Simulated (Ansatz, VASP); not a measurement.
**Pd: VASP beside Ansatz**

The input INCAR:

```
ALGO     = Fast           # electronic algorithm
EDIFF    = 1E-6           # SCF threshold, eV
ENCUT    = 520            # plane-wave cutoff, eV
GGA      = PE             # functional
GGA_COMPAT= False        
ISIF     = 2              # what is computed and relaxed
ISMEAR   = -1             # smearing method
LASPH    = True           # aspherical terms in the spheres
LCHARG   = False          # write CHGCAR
LMAXMIX  = 4              # l up to which the mixer works
LORBIT   = 11             # projections on sites
LORBMOM  = True         
LREAL    = False          # projectors in reciprocal space
LSORBIT  = True           # spin-orbit coupling
LWAVE    = False          # write WAVECAR
MAGMOM   = 0 0 0 0 0 0    # initial moments
NBANDS   = 32             # bands
NELM     = 150            # most SCF steps
PREC     = Accurate       # precision mode
SIGMA    = 0.05           # smearing width, eV
```

Contents of KPOINTS:

```
k-points
0
Gamma
  8 8 5
```

The input POSCAR:

```
Pd
1.0
    2.7836650458      0.0000000000      0.0000000000
   -1.3918325229      2.4107246453      0.0000000000
    0.0000000000      0.0000000000      4.6288930000
Pd
2
Direct
    0.3333333333      0.6666666667      0.2500000000
    0.6666666667      0.3333333333      0.7500000000
```

File input.yaml:

```yaml
crystal:
  lattice:
    - [2.7836650458, 0.0, 0.0]
    - [-1.3918325229, 2.4107246453, 0.0]
    - [0.0, 0.0, 4.628893]
  atoms:
    - { symbol: Pd, position: [0.3333333333, 0.6666666667, 0.25] }
    - { symbol: Pd, position: [0.6666666667, 0.3333333333, 0.75] }
hamiltonian:
  xc: pbe
  pseudopotentials: { kind: paw_fr }
magnetization:
  noncollinear: true
  spin_orbit: true
kpoints:
  mp_grid: { grid: [8, 8, 5] }
  band_path:
    path:
      - [[0.0, 0.0, 0.0], [0.5, 0.0, 0.0], [0.3333333333, 0.3333333333, 0.0], [0.0, 0.0, 0.0], [0.0, 0.0, 0.5], [0.5, 0.0, 0.5], [0.3333333333, 0.3333333333, 0.5], [0.0, 0.0, 0.5]]
      - [[0.5, 0.0, 0.5], [0.5, 0.0, 0.0]]
      - [[0.3333333333, 0.3333333333, 0.0], [0.3333333333, 0.3333333333, 0.5]]
    npoints: 14
scf:
  occupations: { method: fermi_dirac, width: 0.05 }
  n_extra_bands: 6
output:
  forces: true
  stress: true
  eigenvalues: true
  fatbands: false
  write_density: true
  write_potential: true
  elf: true
  volumetric_format: npy
```

Alike in both runs: functional PBE; k mesh 8 × 8 × 5; occupations fermi-dirac, width 0.05 eV; non-collinear spin, spin-orbit coupling.

```csv
,VASP,Ansatz
version,VASP 6.6.1,Ansatz 0.2.0
potentials or method,"VASP PAW PBE potentials, release 64 (Pd)",Ansatz PAW
plane-wave cutoff (eV),520,420
valence electrons in the cell,20,36
task,single point,band structure
```

|  | VASP | Ansatz | Ansatz less VASP |
| --- | --- | --- | --- |
| pressure (GPa) | -1.5 | -1.2 | +0.26 |
| traceless stress, the component that is largest in VASP (GPa) | 0.67 | 0.72 | +0.054 |
| net moment per atom (μB) | 0.00 | 0.00 | 0.000 |

VASP's potentials hold 20 valence electrons a cell and Ansatz's 36, so a difference there can come from the potentials and not from the codes.
